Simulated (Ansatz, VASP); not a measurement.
One calculation of Ca, two programs

The input INCAR:

```
SYSTEM = Ca
  ALGO = Fast
  EDIFF = 1E-6
  ENCUT = 520
  ISIF = 2
  ISMEAR = 0
  LASPH = .TRUE.
  LCHARG = .FALSE.
  LREAL = .FALSE.
  LWAVE = .FALSE.
  NBANDS = 11
  NELM = 80
  PREC = Accurate
  SIGMA = 0.15
```

Contents of KPOINTS:

```
k-points
0
G
  16 16 16
  0 0 0
```

File POSCAR:

```
Ca
1.0
   -2.2400000000      2.2400000000      2.1728000000
    2.2400000000     -2.2400000000      2.1728000000
    2.2400000000      2.2400000000     -2.1728000000
Ca
1
Direct
    0.0000000000      0.0000000000      0.0000000000
```

Input for Ansatz:

```yaml
crystal:
  lattice:
    - [-2.24, 2.24, 2.1728]
    - [2.24, -2.24, 2.1728]
    - [2.24, 2.24, -2.1728]
  atoms:
    - { symbol: Ca, position: [0.0, 0.0, 0.0] }
basis:
  ecutwfc: 420
kpoints:
  mp_grid: { grid: [16, 16, 16] }
hamiltonian:
  xc: lda
scf:
  occupations: { method: gaussian, width: 0.15 }
output:
  forces: true
  stress: true
  eigenvalues: true
```

Change from the starting cell: strain -0.0300 x Voigt [0, 0, 1, 0, 0, 0], atoms carried along.

Alike in both runs: task single point; functional LDA; k mesh 16 × 16 × 16; occupations gaussian, width 0.15 eV; no spin polarisation.

```csv
,VASP,Ansatz
version,VASP 6.6.1,Ansatz 0.2.0
potentials or method,"VASP PAW LDA potentials, release 64 (Ca_sv), cutoff 520 eV","scalar-relativistic, plane waves, PAW"
valence electrons in the cell,10,10
```

```csv
,VASP,Ansatz,Ansatz less VASP
gap on the k mesh at the Fermi level (eV),none,none,-
pressure (GPa),-2.2,-2.2,0.00
```

LDA's correlation is that of Perdew and Zunger in VASP and of Perdew and Wang (1992) in Ansatz. A gap of «none» marks a metal or a gap that the smearing closes.
